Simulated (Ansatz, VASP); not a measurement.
## One calculation of NaH, two programs

Contents of POSCAR:

```
NaH
1.0
    3.0244682903      0.0000000000      0.0000000000
    0.0000000000      3.0244682903      0.0000000000
    0.0000000000      0.0000000000      2.9604893760
Na H
1 1
Direct
    0.0000000000      0.0000000000      0.0000000000
    0.5000000000      0.5000000000      0.5000000000
```

The input INCAR.step1:

```
SYSTEM = NaH
PREC     = Accurate       ! precision mode
ENCUT    = 520            ! plane-wave cutoff, eV
EDIFF    = 1E-5           ! SCF threshold, eV
ISMEAR   = 0              ! smearing method
SIGMA    = 0.01           ! smearing width, eV
LREAL    = .False.        ! projectors in reciprocal space
LASPH    = .True.         ! aspherical terms in the spheres
NELM     = 60             ! most SCF steps
ALGO     = Normal         ! electronic algorithm
ISIF     = 2              ! what is computed and relaxed
LWAVE    = .True.         ! write WAVECAR
LCHARG   = .False.        ! write CHGCAR
NBANDS   = 11             ! bands
GGA      = PE             ! functional
```

The input INCAR.step2:

```
SYSTEM = NaH
PREC     = Accurate       ! precision mode
ENCUT    = 520            ! plane-wave cutoff, eV
EDIFF    = 1E-6           ! SCF threshold, eV
ISMEAR   = 0              ! smearing method
SIGMA    = 0.01           ! smearing width, eV
LREAL    = .False.        ! projectors in reciprocal space
LASPH    = .True.         ! aspherical terms in the spheres
NELM     = 60             ! most SCF steps
ALGO     = Normal         ! electronic algorithm
ISIF     = 2              ! what is computed and relaxed
LWAVE    = .False.        ! write WAVECAR
LCHARG   = .False.        ! write CHGCAR
GGA      = PE             ! functional
LHFCALC  = .True.         ! exact exchange
HFSCREEN = 0.2079         ! screening, 1/A
PRECFOCK = Normal       
NBANDS   = 11             ! bands
ISTART   = 1
```

The input KPOINTS:

```
Automatic mesh
0
Gamma
  6 6 6
  0 0 0
```

Input for Ansatz:

```yaml
crystal:
  lattice:
    - [3.0244682903, 0.0, 0.0]
    - [0.0, 3.0244682903, 0.0]
    - [0.0, 0.0, 2.960489376]
  atoms:
    - { symbol: Na, position: [0.0, 0.0, 0.0] }
    - { symbol: H, position: [0.5, 0.5, 0.5] }
kpoints:
  mp_grid: { grid: [6, 6, 6] }
  band_path:
    path: [[0.0, 0.0, 0.0], [0.0, 0.5, 0.0], [0.5, 0.5, 0.0], [0.5, 0.5, 0.5]]
    npoints: 1
hamiltonian:
  xc: hse06
scf:
  occupations: { method: fixed }
  n_extra_bands: 4
output:
  forces: true
  stress: true
  eigenvalues: true
```

Change from the starting cell: epitaxial_xy strain +3.1%.

Alike in both runs: task single point; functional HSE06; k mesh 6 × 6 × 6; no spin polarisation.

|  | VASP | Ansatz |
| --- | --- | --- |
| version | VASP 6.6.1 | Ansatz 0.2.0 |
| potentials or method | VASP PAW PBE potentials, release 64 (Na_pv, H) | plane waves, PAW |
| plane-wave cutoff (eV) | 520 | 420 |
| occupations | gaussian, width 0.01 eV | fixed |
| valence electrons in the cell | 8 | 10 |

```tsv
	VASP	Ansatz	Ansatz less VASP
gap on the k mesh at the Fermi level (eV)	1.79	1.79	+0.005
pressure (GPa)	-1.3	-1.3	0.00
traceless stress, the component that is largest in VASP (GPa)	1.56	1.56	0.000
```

VASP's potentials hold 8 valence electrons a cell and Ansatz's 10, so a difference there can come from the potentials and not from the codes. Ansatz's warnings: stress exchange threshold loose, stress scf threshold loose.
